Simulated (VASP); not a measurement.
The system is Be3Co.

```
CELL_PARAMETERS angstrom
-1.54621 1.54621 3.49377
1.54621 -1.54621 3.49377
1.54621 1.54621 -3.49377
ATOMIC_POSITIONS crystal
Be 0.75000 0.25000 0.50000
Be 0.25000 0.75000 0.50000
Be 0.50000 0.50000 0.00000
Co 0.00000 0.00000 0.00000
```

Base run:

```yaml
Program: VASP 6.6.1
Functional: LDA
Potentials_or_basis: VASP PAW LDA potentials, release 64 (Be, Co)
Cutoff: 520 eV
k_mesh: 10 × 10 × 10
Occupations: methfessel-paxton, width 0.15 eV
Spin: collinear spin, ferromagnetic start
Starting_moments: "[0.12, 0.12, 0.09, 1.47] μB"
Fixed_moment: 2 μB
```

Its results: pressure -3.3 GPa; site moments Be +0.12, +0.09; Co +1.41 μB.

Q: The run is repeated on the same cell with these changes: fixed moment from 2 μB to 1 μB; moments at the start from [0.12, 0.12, 0.09, 1.47] to [0.01, 0.01, 0.02, 0.97]. What comes out?

A: Pressure -8.0 GPa; site moments Be +0.01, +0.03; Co +0.90 μB.

Caveats: the total moment is fixed, so each spin has its own Fermi level.
